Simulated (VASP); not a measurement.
## Ni: single point with r2SCAN

The system is Ni.

```
Ni
1.0
     2.54227    0.00000    0.00000
    -1.27113    2.20167    0.00000
     0.00000    0.00000    4.22961
Ni
2
Direct
  0.33333 0.66667 0.25000
  0.66667 0.33333 0.75000
```

| Property | Result |
| --- | --- |
| Program | VASP 6.6.1 |
| Task | single point |
| Functional | r2SCAN |
| Potentials or basis | VASP PAW PBE potentials, release 64 (Ni) |
| Cutoff | 520 eV |
| k mesh | 13 × 13 × 7 |
| Occupations | methfessel-paxton, width 0.02 eV |
| Spin | collinear spin, ferromagnetic start |
| Starting moments | [1.5, 1.5] μB |

The pressure is -19.4 GPa and the net moment is 1.38 μB per cell. The site moments are Ni +0.73 μB and the valence electrons inside the program's atomic spheres are Ni 9.21.

Stress tensor (GPa, compression positive):
```
-20.44   0.00   0.00
  0.00 -20.44   0.00
  0.00   0.00 -17.47
```

Levels at points of the mesh, in eV from the Fermi level:
Spin up:
```csv
k point,band 9,band 10,band 11,band 12,band 13,band 14
"(0.00, 0.00, 0.00)",-1.74,-0.95,-0.95,-0.39,4.81,22.88
```
Spin down:
```csv
k point,band 7,band 8,band 9,band 10,band 11,band 12
"(0.00, 0.00, 0.00)",-1.18,-1.05,-1.05,-0.58,-0.21,-0.21
```

It took 7.4 min on 1 thread of Intel(R) Xeon(R) 6975P-C (Granite Rapids), on a shared host, peak memory 0.19 GiB.

Caveat: the PAW data sets were made with another functional, which shifts forces and pressure a little.
